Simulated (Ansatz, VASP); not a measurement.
One calculation of HgTe, two programs

```xyz
2
Lattice="0.0322 3.2396 3.2396 3.2396 0.0322 3.2396 3.2396 3.2396 0.0322" Properties=species:S:1:pos:R:3 pbc="T T T"
Hg    0.0000    0.0000    0.0000
Te    4.8836    4.8836    4.8836
```

Change from the starting cell: equal xy, yz and zx shear strains of +1 %, PAW files.

Alike in both runs: task electric field gradients; functional PBEsol; k mesh 9 × 9 × 9; occupations fermi-dirac, width 0.05 eV; no spin polarisation.

|  | VASP | Ansatz |
| --- | --- | --- |
| version | VASP 6.6.1 | Ansatz 0.2.0 |
| potentials or method | VASP PAW PBE potentials, release 64 (Hg, Te) | PAW with Ansatz's default frozen-core files, scalar-relativistic |
| plane-wave cutoff (eV) | 520 | 420 |
| valence electrons in the cell | 18 | 36 |

VASP gave:

```
pressure (GPa)                                                : 1.5
traceless stress, the component that is largest in VASP (GPa) : -0.41
rms of the force components (eV/Å)                            : 0.057
size of Vzz on the site where it differs most (V/Å²)          : 28.2
```

Question: What did Ansatz give for the same quantities?

Answer: Pressure (GPa): 1.3; traceless stress, the component that is largest in VASP (GPa): -0.41; rms of the force components (eV/Å): 0.055; size of Vzz on the site where it differs most (V/Å²): 23.7.

VASP's potentials were made for PBE, not for PBEsol. Atom by atom the forces differ by 0.002 eV/Å (rms over components). VASP's potentials hold 18 valence electrons a cell and Ansatz's 36, so a difference there can come from the potentials and not from the codes.

Neither program's run includes spin-orbit coupling.
